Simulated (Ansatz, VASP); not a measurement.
# Bi4Te: VASP beside Ansatz

File INCAR:

```
PREC = Accurate ; ENCUT = 600
EDIFF = 1E-6 ; ISMEAR = 0
SIGMA = 0.1 ; LREAL = F
LASPH = T ; NELM = 100
ALGO = Fast ; ISIF = 3
LWAVE = F ; LCHARG = F
GGA = PE ; IBRION = 2
NSW = 90 ; EDIFFG = -0.04
```

File KPOINTS:

```
Automatic mesh
0
Gamma
  3 3 3
```

File POSCAR:

```
Bi4Te
1.0
    3.3107322300      1.9114521400      4.3528080800
   -3.3107322300      1.9114521400      4.3528080800
    0.0000000000     -3.8229042900      4.3528080800
Bi Te
4 1
Direct
    0.5000000000      0.5000000000      0.5000000000
    0.5684095700      0.4315904300      0.0000000000
    0.0000000000      0.5684095700      0.4315904300
    0.4315904300      0.0000000000      0.5684095700
    0.0000000000      0.0000000000      0.0000000000
```

Input for Ansatz:

```yaml
crystal:
  lattice:
    - [3.31073223, 1.91145214, 4.35280808]
    - [-3.31073223, 1.91145214, 4.35280808]
    - [0.0, -3.82290429, 4.35280808]
  atoms:
    - { symbol: Bi, position: [0.5, 0.5, 0.5] }
    - { symbol: Bi, position: [0.56840957, 0.43159043, 0.0] }
    - { symbol: Bi, position: [0.0, 0.56840957, 0.43159043] }
    - { symbol: Bi, position: [0.43159043, 0.0, 0.56840957] }
    - { symbol: Te, position: [0.0, 0.0, 0.0] }
basis:
  ecutwfc: 420
kpoints:
  mp_grid: { grid: [3, 3, 3] }
hamiltonian:
  xc: pbe
scf:
  occupations: { method: gaussian, width: 0.1 }
  lower_state_search: "off"
output:
  forces: true
  stress: true
  eigenvalues: true
relax:
  adjacent_minimum: "off"
  f_tol: 0.04
  max_steps: 70
  cell: { stress_tol: 0.4 }
```

Alike in both runs: task relaxation of cell and atoms; functional PBE; k mesh 3 × 3 × 3; occupations gaussian, width 0.1 eV; no spin polarisation.

|  | VASP | Ansatz |
| --- | --- | --- |
| version | VASP 6.6.1 | Ansatz 0.2.0 |
| potentials or method | VASP PAW PBE potentials, release 64 (Bi_d, Te), cutoff 600 eV | scalar-relativistic, plane waves, PAW |
| valence electrons in the cell | 66 | 76 |

```csv
,VASP,Ansatz,Ansatz less VASP
"gap on the k mesh at the Fermi level, each at its own relaxed structure (eV)",none,none,-
relaxed volume (Å³/atom),41.63,41.51,-0.115
relaxed cell length with the largest relative difference (Å),6.440,6.425,-0.0154
```

A gap of «none» marks a metal or a gap that the smearing closes. VASP's potentials hold 66 valence electrons a cell and Ansatz's 76, so a difference there can come from the potentials and not from the codes.

The k mesh is coarse, so the values compare programs but aren't converged. Spin-orbit coupling is off throughout. Noted on VASP's run: the volume moved by over 15 % at a fixed basis, so the end points are rough.
